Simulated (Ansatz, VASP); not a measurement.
Two plane-wave programs on MgO

```
Mg O
1.0
     2.10220    2.10220    0.00000
    -2.10220    2.10220    0.00000
     0.02973    0.02973    4.20440
Mg O
2 2
Cartesian
  0.0000 0.0000 0.0000
  0.0149 2.1171 2.1022
  0.0000 2.1022 0.0000
  0.0149 0.0149 2.1022
```

Change from the starting cell: shear of c along a, cell held, atoms relaxed: +1.0 %.

Alike in both runs: task single point; functional r2SCAN; k mesh 8 × 8 × 6; occupations gaussian, width 0.02 eV; no spin polarisation.

```csv
,VASP,Ansatz
version,VASP 6.6.1,Ansatz 0.2.0
potentials or method,"VASP PAW PBE potentials, release 64 (Mg, O), cutoff 520 eV","scalar-relativistic, plane waves, PAW"
valence electrons in the cell,16,32
```

Ansatz gave:

```
gap on the k mesh at the Fermi level (eV)                     : 5.64
least direct gap on the mesh (eV)                             : 5.64
pressure (GPa)                                                : 0.0
traceless stress, the component that is largest in VASP (GPa) : -1.11
```

Estimate VASP's values.

gap on the k mesh at the Fermi level (eV): 5.62; least direct gap on the mesh (eV): 5.62; pressure (GPa): -1.1; traceless stress, the component that is largest in VASP (GPa): -1.12.

VASP's potentials were made for PBE, not for r2SCAN. With one functional, cell and mesh, what is left measures potentials, basis and numerics. VASP's potentials hold 16 valence electrons a cell and Ansatz's 32, so a difference there can come from the potentials and not from the codes.
